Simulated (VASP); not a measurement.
A run of VASP 6.6.1:

Contents of POSCAR:

```
Sb
1.0
    3.1600000000      0.0000000000      0.0000000000
    0.0000000000      3.1600000000      0.0000000000
    0.0000000000      0.0000000000      3.1600000000
Sb
1
Direct
    0.0000000000      0.0000000000      0.0000000000
```

File INCAR.step1:

```
ALGO     = Normal         # electronic algorithm
EDIFF    = 1E-5           # SCF threshold, eV
EDIFFG   = -0.005         # ionic threshold
ENCUT    = 500            # plane-wave cutoff, eV
GGA      = PE             # functional
GGA_COMPAT= False        
IBRION   = 2              # ionic algorithm
ISIF     = 3              # what is computed and relaxed
ISMEAR   = -1             # smearing method
LASPH    = True           # aspherical terms in the spheres
LCHARG   = False          # write CHGCAR
LREAL    = False          # projectors in reciprocal space
LWAVE    = True           # write WAVECAR
NBANDS   = 14             # bands
NELM     = 120            # most SCF steps
NELMIN   = 4            
NSW      = 100            # ionic steps
PREC     = Accurate       # precision mode
SIGMA    = 0.05           # smearing width, eV
```

Contents of INCAR.step2:

```
AEXX     = 1.0            # exact-exchange fraction
AGGAC    = 0.0          
ALDAC    = 0.0          
ALGO     = Normal         # electronic algorithm
EDIFF    = 1E-7           # SCF threshold, eV
EDIFFG   = -0.01          # ionic threshold
ENCUT    = 500            # plane-wave cutoff, eV
GGA      = PE             # functional
GGA_COMPAT= False        
IBRION   = 2              # ionic algorithm
ISIF     = 3              # what is computed and relaxed
ISMEAR   = -1             # smearing method
ISTART   = 1            
LASPH    = True           # aspherical terms in the spheres
LCHARG   = False          # write CHGCAR
LHFCALC  = True           # exact exchange
LREAL    = False          # projectors in reciprocal space
LWAVE    = False          # write WAVECAR
NELM     = 120            # most SCF steps
NELMIN   = 4            
NSW      = 60             # ionic steps
PREC     = Accurate       # precision mode
PRECFOCK = Normal       
SIGMA    = 0.05           # smearing width, eV
```

Contents of KPOINTS:

```
k-points
0
Gamma
  4 4 4
```

Potentials or basis: VASP PAW PBE potentials, release 64 (Sb_d_GW).

Launch:

```sh
$ cat potpaw_PBE.64/Sb_d_GW/POTCAR > POTCAR
$ cp INCAR.step1 INCAR
$ mpirun -np 1 vasp_std > vasp.out
$ cp INCAR.step2 INCAR
$ mpirun -np 1 vasp_std > vasp.out
```

Hardware: 1 thread of Intel(R) Xeon(R) Platinum 8259CL CPU @ 2.50GHz (Skylake/Cascade Lake), with other jobs on the host.

Q: How long does it take, and how much memory?

A: Run time: 16 min on 1 thread of Intel(R) Xeon(R) Platinum 8259CL CPU @ 2.50GHz (Skylake/Cascade Lake), on a shared host, peak memory 0.16 GiB. Counts: k points 10, ion steps 3.
